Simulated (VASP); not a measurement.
# V2SiS3 (P4mm) in VASP: notebook

Aim: see how the results for V2SiS3 move with the level of theory and the settings. Levels: PBE, r2SCAN. Tasks: single point, relaxation of cell and atoms.

Program: VASP 6.6.1. These are calculated values, not measurements. Logs are shortened: lines on timing, memory, paths and dates and some standing lists are left out, and cuts for length are marked.

**1. The cell of the first run**

Symmetry: P4mm, No. 99, tetragonal system. The conventional cell has a = 4.611 Å, b = 4.611 Å, c = 4.588 Å, α = 90.00°, β = 90.00°, γ = 90.00°. V (site symmetry 2mm) has 4 S at 2.27 to 2.32 Å and 2 Si at 2.49 Å within 3.0 Å. Within 3.5 Å of Si (site symmetry 4mm) lie 4 V at 2.49 Å and 8 S at 2.66 to 3.42 Å. Within 3.0 Å of S (site symmetry 2mm) lie 2 V at 2.27 to 2.32 Å and 2 Si at 2.66 Å. S (site symmetry 4mm) has 4 V at 2.31 Å within 3.0 Å.

The cell was generated, and may not be a known phase.

**2. Single point, PBE**

INCAR reads:

```
SYSTEM = V2SiS3
PREC = Accurate
ENCUT = 520
EDIFF = 1E-6
ISMEAR = 0
SIGMA = 0.1
LREAL = .False.
LASPH = .True.
NELM = 100
ALGO = Normal
ISIF = 2
LWAVE = .False.
LCHARG = .True.
GGA = PE
LELF = .True.
LVHAR = .True.
NBANDS = 33
```

KPOINTS reads:

```
regular mesh
0
Gamma
  8 8 8
  0 0 0
```

POSCAR reads:

```
V2SiS3
1.0
    4.6105376386      0.0000000000      0.0000000000
    0.0000000000      4.6105376386      0.0000000000
    0.0000000000      0.0000000000      4.5882397777
V Si S
2 1 3
Direct
    0.5000000000      0.0000000000      0.2620780534
    0.0000000000      0.5000000000      0.2620780534
    0.5000000000      0.5000000000      0.0553212838
    0.5000000000      0.0000000000      0.7669589894
    0.0000000000      0.5000000000      0.7669589894
    0.0000000000      0.0000000000      0.2791683805
```

Potentials or basis: VASP PAW PBE potentials, release 64 (V_sv, Si, S).

Run with:

```sh
$ cat potpaw_PBE.64/V_sv/POTCAR potpaw_PBE.64/Si/POTCAR potpaw_PBE.64/S/POTCAR > POTCAR
$ mpirun -np 1 vasp_std > vasp.out
```

OUTCAR:

```text
SYSTEM = V2SiS3
   PREC = Accurate
   ENCUT = 520
   EDIFF = 1E-6
   ISMEAR = 0
   LREAL = .False.
   LASPH = .True.
   NELM = 100
   ISIF = 2
   GGA = PE

 ion  position               nearest neighbor table
   1  0.500  0.000  0.262-   4 2.27   6 2.31   6 2.31   4 2.32   3 2.49   3 2.49
   2  0.000  0.500  0.262-   5 2.27   6 2.31   6 2.31   5 2.32   3 2.49   3 2.49
   3  0.500  0.500  0.055-   1 2.49   2 2.49   1 2.49   2 2.49   4 2.66   4 2.66   5 2.66   5 2.66

   4  0.500  0.000  0.767-   1 2.27   1 2.32   3 2.66   3 2.66
   5  0.000  0.500  0.767-   2 2.27   2 2.32   3 2.66   3 2.66
   6  0.000  0.000  0.279-   1 2.31   2 2.31   2 2.31   1 2.31

  LATTYP: Found a simple tetragonal cell.
 ALAT       =     4.6105376386
 C/A-ratio  =     0.9951637178

  Lattice vectors:

 A1 = (   4.6105376386,   0.0000000000,   0.0000000000)
 A2 = (   0.0000000000,   4.6105376386,   0.0000000000)
 A3 = (   0.0000000000,   0.0000000000,   4.5882397777)

Analysis of symmetry for initial positions (statically):
=====================================================================
 Subroutine PRICEL returns:
 Original cell was already a primitive cell.

 Routine SETGRP: Setting up the symmetry group for a
 simple tetragonal supercell.

 Subroutine GETGRP returns: Found  8 space group operations
 (whereof  8 operations were pure point group operations)
 out of a pool of 16 trial point group operations.

The static configuration has the point symmetry C_4v.

Analysis of symmetry for dynamics (positions and initial velocities):
=====================================================================
 Subroutine PRICEL returns:
 Original cell was already a primitive cell.

 Routine SETGRP: Setting up the symmetry group for a
 simple tetragonal supercell.

 Subroutine GETGRP returns: Found  8 space group operations
 (whereof  8 operations were pure point group operations)
 out of a pool of 16 trial point group operations.

The dynamic configuration has the point symmetry C_4v.

 Subroutine INISYM returns: Found  8 space group operations
 (whereof  8 operations are pure point group operations),
 and found     1 'primitive' translations

----------------------------------------------------------------------------------------

                                     Primitive cell

  volume of cell :      97.5325

  direct lattice vectors                    reciprocal lattice vectors
     4.610537639  0.000000000  0.000000000     0.216894445  0.000000000  0.000000000
     0.000000000  4.610537639  0.000000000     0.000000000  0.216894445  0.000000000
     0.000000000  0.000000000  4.588239778     0.000000000  0.000000000  0.217948505

  length of vectors
     4.610537639  4.610537639  4.588239778     0.216894445  0.216894445  0.217948505

  position of ions in fractional coordinates (direct lattice)
     0.500000000  0.000000000  0.262078053
     0.000000000  0.500000000  0.262078053
     0.500000000  0.500000000  0.055321284
     0.500000000  0.000000000  0.766958989
     0.000000000  0.500000000  0.766958989
     0.000000000  0.000000000  0.279168381

  ion indices of the primitive-cell ions
   primitive index   ion index
                 1           1
                 2           2
                 3           3
                 4           4
                 5           5
                 6           6

----------------------------------------------------------------------------------------

 KPOINTS: regular mesh

Automatic generation of k-mesh.
 Grid dimensions read from file:
 generate k-points for:    8    8    8

 Generating k-lattice:

  Cartesian coordinates                     Fractional coordinates (reciprocal lattice)
     0.027111806  0.000000000  0.000000000     0.125000000  0.000000000  0.000000000
     0.000000000  0.027111806  0.000000000     0.000000000  0.125000000  0.000000000
     0.000000000  0.000000000  0.027243563     0.000000000  0.000000000  0.125000000

  Length of vectors
     0.027111806  0.027111806  0.027243563

  Shift w.r.t. Gamma in fractional coordinates (k-lattice)
     0.000000000  0.000000000  0.000000000

 Subroutine IBZKPT returns following result:
 ===========================================

 Found     75 irreducible k-points:

 Following reciprocal coordinates:
            Coordinates               Weight
  0.000000  0.000000  0.000000      1.000000
  0.125000  0.000000  0.000000      4.000000
  0.250000  0.000000  0.000000      4.000000
  0.375000  0.000000  0.000000      4.000000
  0.500000  0.000000  0.000000      2.000000
  0.125000  0.125000  0.000000      4.000000
[... 16 lines left out ...]
  0.375000  0.125000  0.125000     16.000000
  0.500000  0.125000  0.125000      8.000000
 [... further k-points ...]
   k-points           NKPTS =     75   k-points in BZ     NKDIM =     75   number of bands    NBANDS=     33
   number of dos      NEDOS =    301   number of ions     NIONS =      6
   total plane-waves  NPLWV =  46656
   dimension x,y,z NGX =    36 NGY =   36 NGZ =   36
   dimension x,y,z NGXF=    72 NGYF=   72 NGZF=   72
   ions per type =               2   1   3
   NGX,Y,Z   is equivalent  to a cutoff of  12.98, 12.98, 13.04 a.u.
   NGXF,Y,Z  is equivalent  to a cutoff of  25.96, 25.96, 26.09 a.u.
 SYSTEM =  V2SiS3
   PREC   = accura    normal or accurate (medium, high low for compatibility)
   ISTART =      0    job   : 0-new  1-cont  2-samecut
   ICHARG =      2    charge: 1-file 2-atom 10-const
   ISPIN  =      1    spin polarized calculation?
   LNONCOLLINEAR =      F non collinear calculations
   LSORBIT =      F    spin-orbit coupling
   LASPH  =      T    aspherical Exc in radial PAW
   ENCUT  =  520.0 eV  38.22 Ry    6.18 a.u.   8.57  8.57  8.53*2*pi/ulx,y,z
   NELM   =    100;   NELMIN=  2; NELMDL= -5     # of ELM steps
   EDIFF  = 0.1E-05   stopping-criterion for ELM
   LREAL  =      F    real-space projection
[... 7 lines left out ...]
   TEBEG  =    0.0;   TEEND  =   0.0 temperature during run
   PSTRESS=    0.0 pullay stress
   NELECT =      48.0000    total number of electrons
   NUPDOWN=      -1.0000    fix difference up-down
   EMIN   =  10.00;   EMAX   =-10.00  energy-range for DOS
   EFERMI =   0.00;   METHOD = LEGACY
   ISMEAR =     0;   SIGMA  =   0.10  broadening in eV -4-tet -1-fermi 0-gaus
   EFERMI_NEDOS =   21; number of points for ismear=-14 and -15
   IALGO  =     38    algorithm
   IMIX   =      4    mixing-type and parameters
     AMIX     =   0.40;   BMIX     =  1.00
     AMIX_MAG =   1.60;   BMIX_MAG =  1.00
  volume/ion in A,a.u.               =      16.26       109.70
  Fermi-wavevector in a.u.,A,eV,Ry     =   1.292525  2.442517 22.730164  1.670620
  Thomas-Fermi vector in A             =   2.424227
   LORBIT       =      0    0 simple, 1 ext, 2 COOP (PROOUT), +10 PAW based schemes
   GGA     = PE    functional components
   LHFCALC =     F    Hartree Fock is set to
   AEXX    =    0.0000 exact exchange contribution
   IVDW    =     0    specifies the selected vdW correction
   LEPSILON=     F    determine dielectric tensor
   LRPA    =     F    only Hartree local field effects (RPA)
 non-spin polarized calculation
 Gauss-broadening in eV      SIGMA  =   0.10
  energy-cutoff  :      520.00
  volume of cell :       97.53
 maximum number of plane-waves:      2649
 NGX is ok and might be reduce to    36
   NGX = 17   NGY = 17   NGZ = 17

 number of electron      47.9999986 magnetization

 Free energy of the ion-electron system (eV)
  ---------------------------------------------------
  ext. energy  EPLUGINS =         0.00000000
  ---------------------------------------------------
  free energy    TOTEN  =       -37.80404944 eV

  energy without entropy =      -37.78595109  energy(sigma->0) =      -37.79500027

 E-fermi :   7.5076     XC(G=0): -10.9582

 val. band max:        7.5071214657   @ k =   0.0000   0.0000   0.0000
 cond. band min:       7.5089591212   @ k =   0.5000   0.1250   0.1250
 fundamental gap:      0.0018376555
 Fermi energy:         7.5075701341

 k-point     1 :       0.0000    0.0000    0.0000
  band No.  band energies     occupation
      1     -57.0261      2.00000
      2     -57.0151      2.00000
      3     -31.0807      2.00000
      4     -31.0668      2.00000
      5     -30.9950      2.00000
      6     -30.9950      2.00000
[... 25 lines left out ...]
     32      10.4101      0.00000
     33      11.2969      0.00000

 k-point     2 :       0.1250    0.0000    0.0000
  band No.  band energies     occupation
      1     -57.0257      2.00000
      2     -57.0155      2.00000
      3     -31.0802      2.00000
      4     -31.0673      2.00000
      5     -30.9952      2.00000
      6     -30.9945      2.00000
[... 25 lines left out ...]
     32      10.5834      0.00000
     33      11.1516      0.00000

 k-point     3 :       0.2500    0.0000    0.0000
  band No.  band energies     occupation
      1     -57.0244      2.00000
      2     -57.0167      2.00000
      3     -31.0786      2.00000
      4     -31.0688      2.00000
      5     -30.9957      2.00000
      6     -30.9934      2.00000
[... 25 lines left out ...]
     32      10.6821      0.00000
     33      11.0217      0.00000

 k-point     4 :       0.3750    0.0000    0.0000
  band No.  band energies     occupation
      1     -57.0226      2.00000
      2     -57.0184      2.00000
      3     -31.0763      2.00000
      4     -31.0710      2.00000
      5     -30.9962      2.00000
      6     -30.9923      2.00000
[... 25 lines left out ...]
     32      10.4823      0.00000
     33      11.4614      0.00000

 k-point     5 :       0.5000    0.0000    0.0000
  band No.  band energies     occupation
      1     -57.0205      2.00000
      2     -57.0205      2.00000
      3     -31.0737      2.00000
      4     -31.0736      2.00000
      5     -30.9964      2.00000
      6     -30.9918      2.00000
[... 604 lines left out ...]
 k-point    22 :       0.2500    0.1250    0.1250
  band No.  band energies     occupation
      1     -57.0241      2.00000
      2     -57.0169      2.00000
      3     -31.0790      2.00000
      4     -31.0698      2.00000
      5     -31.0081      2.00000
      6     -30.9812      2.00000
[... 25 lines left out ...]
     32      10.4113      0.00000
     33      11.2244      0.00000

 k-point    23 :       0.3750    0.1250    0.1250
  band No.  band energies     occupation
      1     -57.0224      2.00000
      2     -57.0185      2.00000
      3     -31.0768      2.00000
      4     -31.0719      2.00000
      5     -31.0121      2.00000
      6     -30.9768      2.00000
[... 25 lines left out ...]
     32      10.5548      0.00000
     33      11.1405      0.00000

 k-point    24 :       0.5000    0.1250    0.1250
  band No.  band energies     occupation
      1     -57.0205      2.00000
      2     -57.0205      2.00000
      3     -31.0744      2.00000
      4     -31.0743      2.00000
      5     -31.0135      2.00000
      6     -30.9753      2.00000
[... 25 lines left out ...]
     32      10.7438      0.00000
     33      10.9189      0.00000

 [... further k-points ...]
[... 5 lines left out ...]
  --------------------------------------------------------------------------------------
  -------------------------------------------------------------------------------------
  Total        0.0128443      0.0128443      0.0252366      0.0000000      0.0000000      0.0000000
  in kB        0.2109944      0.2109944      0.4145645      0.0000000      0.0000000      0.0000000
  external PRESSURE =       0.2788511 kB  Pullay stress =       0.0000000 kB

 VOLUME and BASIS-vectors are now :
 -----------------------------------------------------------------------------
  energy-cutoff  :      520.00
  volume of cell :       97.53
      direct lattice vectors                 reciprocal lattice vectors
     4.610537639  0.000000000  0.000000000     0.216894445  0.000000000  0.000000000
     0.000000000  4.610537639  0.000000000     0.000000000  0.216894445  0.000000000
     0.000000000  0.000000000  4.588239778     0.000000000  0.000000000  0.217948505

 POSITION                                       TOTAL-FORCE (eV/Angst)
 -----------------------------------------------------------------------------------
      2.30527      0.00000      1.20248         0.000000      0.000000      0.002226
      0.00000      2.30527      1.20248        -0.000000      0.000000      0.002226
      2.30527      2.30527      0.25383         0.000000     -0.000000     -0.006781
      2.30527      0.00000      3.51899         0.000000      0.000000      0.001475
      0.00000      2.30527      3.51899         0.000000      0.000000      0.001475
      0.00000      0.00000      1.28089        -0.000000      0.000000     -0.000622
 -----------------------------------------------------------------------------------
    total drift:                                0.000000     -0.000000      0.000124

  FREE ENERGIE OF THE ION-ELECTRON SYSTEM (eV)
  ---------------------------------------------------
  free  energy   TOTEN  =       -37.8040494450 eV

  energy  without entropy=      -37.7859510937  energy(sigma->0) =      -37.79500027
```

Run time: 96 s. Hardware: 1 thread of Intel Xeon 6975P-C (Granite Rapids), shared host; peak memory 0.34 GiB.

Results:

```
Free energy            : -37.8040 eV
Pressure               : 0.0 GPa
Largest force          : 0.007 eV/Å
Band gap on the k mesh : zero (bands 24 and 25 overlap by 1.33 eV)
```

Forces in eV/Å, atoms in the order of the input:
```
V    0.000  0.000  0.002
V    0.000  0.000  0.002
Si   0.000  0.000 -0.007
S    0.000  0.000  0.001
S    0.000  0.000  0.001
S    0.000  0.000 -0.001
```

Levels at points of the mesh, in eV from the Fermi level:
| k point | band 20 | band 21 | band 22 | band 23 | band 24 | band 25 | band 26 | band 27 | band 28 | band 29 |
| --- | --- | --- | --- | --- | --- | --- | --- | --- | --- | --- |
| (0.00, 0.00, 0.00) | -1.42 | -1.42 | -1.25 | -0.84 | -0.84 | -0.13 | 0.00 | 0.02 | 0.02 | 0.94 |
| (0.50, 0.00, 0.00) | -2.09 | -1.44 | -1.20 | -0.84 | -0.77 | -0.66 | -0.48 | 0.65 | 1.18 | 1.22 |
| (0.50, 0.50, 0.00) | -1.65 | -1.65 | -1.31 | -1.15 | -0.23 | 0.14 | 0.25 | 0.94 | 0.94 | 1.80 |
| (0.00, 0.00, 0.50) | -2.21 | -2.21 | -1.75 | -1.03 | -0.06 | 0.70 | 0.70 | 1.41 | 1.78 | 1.78 |
| (0.50, 0.00, 0.50) | -3.43 | -1.53 | -1.42 | -0.32 | 0.67 | 1.12 | 1.19 | 1.30 | 1.30 | 1.37 |
| (0.50, 0.50, 0.50) | -1.76 | -1.76 | -1.41 | -0.51 | 0.50 | 1.33 | 1.33 | 1.65 | 1.93 | 2.04 |

Caveat: the run has no spin polarisation, though such a crystal can be magnetic. With open d or f shells a metallic result of PBE can be an artefact of self-interaction; +U or a hybrid may open a gap.

(Continued in part 2 of 2.)
